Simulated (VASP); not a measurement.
Write the native input for VASP 6.6.1 that does the following.

```yaml
Task: relaxation of cell and atoms
Functional: PBE
Potentials_or_basis: VASP PAW PBE potentials, release 64 (Na_pv)
Cutoff: 600 eV
k_mesh: 11 × 11 × 11
Occupations: fermi-dirac, width 0.08 eV
Spin: no spin polarisation
Target_pressure: 9.4 GPa
Dipole_correction: no
Further_INCAR_settings: ALGO = Normal; EDIFF = 1e-06; IBRION = 2; EDIFFG = -0.005; NSW = 60; ISIF = 3
```

The structure of Na lies in POSCAR:

```
Na
1.0
    0.0000000000      2.9119179461      2.9119179461
    2.9119179461      0.0000000000      2.9119179461
    2.9119179461      2.9119179461      0.0000000000
Na
2
Direct
   -0.1250000000     -0.1250000000     -0.1250000000
    0.1250000000      0.1250000000      0.1250000000
```

This isn't the form of Na at room conditions, which is bcc.

The input as run:

INCAR

```
  PREC = Accurate
  ENCUT = 600
  EDIFF = 1E-6
  ISMEAR = -1
  SIGMA = 0.08
  LREAL = False
  LASPH = True
  NELM = 100
  ALGO = Normal
  ISIF = 3
  LWAVE = False
  LCHARG = False
  GGA = PE
  IBRION = 2
  NSW = 60
  EDIFFG = -0.005
  PSTRESS = 94.0
```

KPOINTS

```
regular mesh
0
Gamma
  11 11 11
```

Potentials or basis: VASP PAW PBE potentials, release 64 (Na_pv).

Run with:

```console
$ cat potpaw_PBE.64/Na_pv/POTCAR > POTCAR
$ mpirun -np 1 vasp_std > vasp.out
```

Results of the run:

| Item | Value |
| --- | --- |
| Relaxed volume | 24.59 Å³/atom |
| Relaxed cell | a = 4.112 Å, b = 4.112 Å, c = 4.112 Å, α = 60.00°, β = 60.00°, γ = 60.00° |
| Space group after relaxing (to 0.1 Å) | Fd-3m (No. 227) |
| Energy change on relaxing (the run minimises the enthalpy) | +5.9 meV/atom |
| Ionic steps | 2 |
| Pressure after relaxing | 9.4 GPa |
| Band gap on the k mesh | zero (bands 7 and 8 overlap by 1.05 eV) |

Caveat: the cell is relaxed towards a set pressure, so the run minimises the enthalpy, not the energy.

Wall time 50 s on 1 thread of Intel Xeon 8259CL, with other jobs on the host, peak memory 0.21 GiB.
